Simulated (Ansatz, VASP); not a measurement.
# BCl3: VASP beside Ansatz

INCAR

```
SYSTEM = BCl3
PREC = Accurate
ENCUT = 520
EDIFF = 1E-6
ISMEAR = 0
SIGMA = 0.1
LREAL = .FALSE.
LASPH = .TRUE.
NELM = 100
ALGO = Normal
ISIF = 2
LWAVE = .FALSE.
LCHARG = .TRUE.
LDIPOL = .TRUE.
IDIPOL = 3
DIPOL = 0.5 0.5 0.621
GGA = PE
IVDW = 12
LELF = .TRUE.
LVHAR = .TRUE.
LVACPOTAV = .TRUE.
NBANDS = 20
```

File KPOINTS:

```
regular mesh
0
G
  4 4 1
  0 0 0
```

The input POSCAR:

```
BCl3
1.0
    5.7729299510      0.0000000000      0.0000000000
   -2.8864649755      4.9995039918      0.0000000000
    0.0000000000      0.0000000000     27.4861234730
B Cl
1 3
Direct
    0.1661320301     -0.1661454431      0.5958747656
    0.4994235811      0.5005818523      0.6146763486
   -0.1672404435      0.1672587783      0.6162918088
    0.1660325403     -0.1658666822      0.6591295260
```

Input for Ansatz:

```yaml
crystal:
  lattice:
    - [5.772929951, 0.0, 0.0]
    - [-2.8864649755, 4.9995039918, 0.0]
    - [0.0, 0.0, 27.486123473]
  atoms:
    - { symbol: B, position: [0.1661320301, -0.1661454431, 0.5958747656] }
    - { symbol: Cl, position: [0.4994235811, 0.5005818523, 0.6146763486] }
    - { symbol: Cl, position: [-0.1672404435, 0.1672587783, 0.6162918088] }
    - { symbol: Cl, position: [0.1660325403, -0.1658666822, 0.659129526] }
basis:
  ecutwfc: 420
kpoints:
  mp_grid: { grid: [4, 4, 1] }
hamiltonian:
  xc: pbe
  dispersion: d3bj
scf:
  occupations: { method: gaussian, width: 0.1 }
output:
  forces: true
  eigenvalues: true
  write_density: true
  volumetric_format: npy
efield:
  axis: 3
  dipole_correction: true
  ramp_width: 0.04
```

Alike in both runs: task single point; functional PBE; dispersion D3(BJ); k mesh 4 × 4 × 1; occupations gaussian, width 0.1 eV; no spin polarisation.

```csv
,VASP,Ansatz
version,VASP 6.6.1,Ansatz 0.2.0
potentials or method,"VASP PAW PBE potentials, release 64 (B, Cl), cutoff 520 eV","scalar-relativistic, plane waves, PAW"
valence electrons in the cell,24,24
```

|  | VASP | Ansatz | Ansatz less VASP |
| --- | --- | --- | --- |
| gap on the k mesh at the Fermi level (eV) | none | none | - |
| rms of the force components (eV/Å) | 0.731 | 0.703 | -0.0278 |

Atom by atom the forces differ by 0.028 eV/Å (rms over components). A gap of «none» marks a metal or a gap that the smearing closes.
